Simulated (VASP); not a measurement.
# Sb4Pt (Im-3m) in VASP: notebook, part 2 of 2

VASP 6.6.1. Earlier steps stand in the parts before.

### Step 5. Relaxation of cell and atoms, PBE

File INCAR:

```
ALGO = Normal
EDIFF = 1E-6
EDIFFG = -0.01
ENCUT = 600
GGA = PE
IBRION = 2
ISIF = 3
ISMEAR = 0
LASPH = T
LCHARG = F
LREAL = F
LWAVE = F
NELM = 100
NSW = 100
PREC = Accurate
SIGMA = 0.1
```

File KPOINTS:

```
k-points
0
Gamma
  8 8 8
```

File POSCAR:

```
Sb4Pt
1.0
   -3.2813589728      3.2813589728      3.2813589728
    3.2813589728     -3.2813589728      3.2813589728
    3.2813589728      3.2813589728     -3.2813589728
Sb Pt
4 1
Direct
    0.5000000000      0.5000000000      0.5000000000
    0.0000000000      0.0000000000      0.5000000000
    0.0000000000      0.5000000000      0.0000000000
    0.5000000000      0.0000000000      0.0000000000
    0.0000000000      0.0000000000      0.0000000000
```

Potentials or basis: VASP PAW PBE potentials, release 64 (Sb, Pt).

The run is started by

```bash
cat potpaw_PBE.64/Sb/POTCAR potpaw_PBE.64/Pt/POTCAR > POTCAR
mpirun -np 1 vasp_std > vasp.out
```

OUTCAR:

```text
EDIFF = 1E-6
   EDIFFG = -0.01
   ENCUT = 600
   GGA = PE
   IBRION = 2
   ISIF = 3
   ISMEAR = 0
   LASPH = T
   LREAL = F
   NELM = 100
   NSW = 100
   PREC = Accurate

 ion  position               nearest neighbor table
   1  0.500  0.500  0.500-   5 2.84   5 2.84   4 3.28   2 3.28   4 3.28   3 3.28   2 3.28   3 3.28

   2  0.000  0.000  0.500-   5 2.84   5 2.84   4 3.28   1 3.28   3 3.28   3 3.28   4 3.28   1 3.28

   3  0.000  0.500  0.000-   5 2.84   5 2.84   4 3.28   1 3.28   2 3.28   2 3.28   1 3.28   4 3.28

   4  0.500  0.000  0.000-   5 2.84   5 2.84   3 3.28   1 3.28   1 3.28   2 3.28   2 3.28   3 3.28

   5  0.000  0.000  0.000-   1 2.84   2 2.84   3 2.84   4 2.84   2 2.84   3 2.84   4 2.84   1 2.84

  LATTYP: Found a body centered cubic cell.
 ALAT       =     6.5627179456

  Lattice vectors:

 A1 = (  -3.2813589728,   3.2813589728,   3.2813589728)
 A2 = (   3.2813589728,  -3.2813589728,   3.2813589728)
[... 269 lines left out ...]

  energy without entropy =      -22.05978730  energy(sigma->0) =      -22.06899177

 E-fermi :   6.9783     XC(G=0):  -9.8121

 val. band max:        6.9636309845   @ k =   0.5000   0.5000   0.3750
 cond. band min:       6.9869957188   @ k =   0.2500   0.2500   0.1250
 fundamental gap:      0.0233647343
 Fermi energy:         6.9783217992

 k-point     1 :       0.0000    0.0000    0.0000
  band No.  band energies     occupation
      1      -5.0528      2.00000
      2      -1.3598      2.00000
      3      -1.3598      2.00000
      4      -1.3598      2.00000
      5       3.0593      2.00000
      6       3.0593      2.00000
[... 505 lines left out ...]
      6       2.1060      2.00000
[... 11 lines left out ...]
     18       9.4925      0.00000
     19      10.2784      0.00000

 [... further k-points ...]

------------------------ aborting loop because EDIFF is reached ----------------------------------------

  FORCE on cell =-STRESS in cart. coord.  units (eV):
  Direction    XX          YY          ZZ          XY          YZ          ZX
  --------------------------------------------------------------------------------------
  -------------------------------------------------------------------------------------
  Total        0.0167388      0.0167388      0.0167388     -0.0000000      0.0000000      0.0000000
  in kB        0.1902293      0.1902293      0.1902293     -0.0000000      0.0000000      0.0000000
  external PRESSURE =       0.1902293 kB  Pullay stress =       0.0000000 kB
[... 20 lines left out ...]
  FREE ENERGIE OF THE ION-ELECTRON SYSTEM (eV)
  ---------------------------------------------------
  free  energy   TOTEN  =       -22.0781962355 eV

  energy  without entropy=      -22.0597872970  energy(sigma->0) =      -22.06899177

 reached required accuracy - stopping structural energy minimisation
```

OSZICAR:

```text
N       E                     dE             d eps       ncg     rms          rms(c)
DAV:   1     0.184465818953E+03    0.18447E+03   -0.11869E+04  1102   0.144E+03
DAV:   2    -0.793867471952E+01   -0.19240E+03   -0.18557E+03  1340   0.233E+02
DAV:   3    -0.218547773714E+02   -0.13916E+02   -0.13202E+02  1387   0.634E+01
[... 23 lines left out ...]
DAV:   2    -0.220782981341E+02    0.36218E-03   -0.38529E-03  1258   0.534E-01    0.825E-02
DAV:   3    -0.220782142314E+02    0.83903E-04   -0.43463E-04  1229   0.182E-01    0.328E-02
DAV:   4    -0.220782015353E+02    0.12696E-04   -0.12490E-04  1238   0.612E-02    0.116E-02
DAV:   5    -0.220781960915E+02    0.54439E-05   -0.26457E-05  1194   0.424E-02    0.747E-03
DAV:   6    -0.220781962355E+02   -0.14400E-06   -0.15691E-06   636   0.103E-02
   3 F= -.22078196E+02 E0= -.22068992E+02  d E =-.176659E-03
```

CONTCAR:

```text
Sb4Pt
   1.00000000000000
    -3.2786809915720245    3.2786809915720245    3.2786809915720245
     3.2786809915720245   -3.2786809915720245    3.2786809915720245
     3.2786809915720245    3.2786809915720245   -3.2786809915720245
  Sb              Pt
     4     1
Direct
     0.5000000000000000    0.5000000000000000    0.5000000000000000
     0.0000000000000000    0.0000000000000000    0.5000000000000000
     0.0000000000000000    0.5000000000000000    0.0000000000000000
     0.5000000000000000    0.0000000000000000    0.0000000000000000
     0.0000000000000000    0.0000000000000000    0.0000000000000000

  0.00000000E+00  0.00000000E+00  0.00000000E+00
  0.00000000E+00  0.00000000E+00  0.00000000E+00
  0.00000000E+00  0.00000000E+00  0.00000000E+00
  0.00000000E+00  0.00000000E+00  0.00000000E+00
  0.00000000E+00  0.00000000E+00  0.00000000E+00
```

It took 4.7 min on 1 thread of AMD EPYC 7R43 (Zen 3), shared host; peak memory 0.35 GiB.

Results:

- Free energy: -22.0782 eV
- Relaxed volume: 28.20 Å³/atom
- Relaxed cell: a = 5.679 Å, b = 5.679 Å, c = 5.679 Å, α = 109.47°, β = 109.47°, γ = 109.47°
- Space group after relaxing (to 0.05 Å): Im-3m (No. 229)
- Energy gained by relaxing: 0.0 meV/atom
- Ionic steps: 3
- Pressure after relaxing: 0.0 GPa
- Band gap on the k mesh: zero (band 15 reaches 7.83 eV, above the bottom of band 16 at 6.24 eV)

The path:
```csv
step,energy change (eV),largest force (eV/Å),pressure (GPa),volume (Å³)
1,0.0000,0.0000,-0.16,141.33
2,-0.0001,0.0000,0.12,140.76
3,-0.0002,0.0000,0.02,140.98
```

Final structure:
```cif
data_structure
_symmetry_space_group_name_H-M 'P 1'
_symmetry_Int_Tables_number 1
_cell_length_a 5.6788
_cell_length_b 5.6788
_cell_length_c 5.6788
_cell_angle_alpha 109.471
_cell_angle_beta 109.471
_cell_angle_gamma 109.471
_cell_volume 140.98
loop_
_atom_site_label
_atom_site_type_symbol
_atom_site_fract_x
_atom_site_fract_y
_atom_site_fract_z
_atom_site_occupancy
Sb1 Sb 0.50000 0.50000 0.50000 1
Sb2 Sb 0.00000 0.00000 0.50000 1
Sb3 Sb 0.00000 0.50000 0.00000 1
Sb4 Sb 0.50000 0.00000 0.00000 1
Pt1 Pt 0.00000 0.00000 0.00000 1
```

Caveat: spin-orbit coupling is left out, which moves the levels of the heavy elements.

### Step 6. The runs side by side

| task | cell | k mesh | cutoff (eV) | gap on the mesh (eV) | pressure (GPa) | relaxed volume (Å³/atom) |
| --- | --- | --- | --- | --- | --- | --- |
| single point | a = 5.683 Å, angles 109.5°, 5 atoms | 4 × 4 × 4 | 520 | none | -0.2 | - |
| relaxation of cell and atoms | relaxed from a = 5.891 Å, angles 109.5°, 5 atoms | 4 × 4 × 4 | 600 | none | 0.0 | 28.20 |
| single point | a = 5.683 Å, angles 109.5°, 5 atoms | 8 × 8 × 8 | 520 | none | -0.2 | - |
| relaxation of cell and atoms | relaxed from a = 5.683 Å, angles 109.5°, 5 atoms | 8 × 8 × 8 | 600 | none | 0.0 | 28.20 |

Alike in all rows: level PBE; potentials or basis VASP PAW PBE potentials, release 64 (Sb, Pt); no spin polarisation; smearing gaussian 0.1 eV.

Caveats: spin-orbit coupling is left out, which moves the levels of the heavy elements.

Total energies depend on the potentials used, so only differences within one code and one set of settings carry meaning.
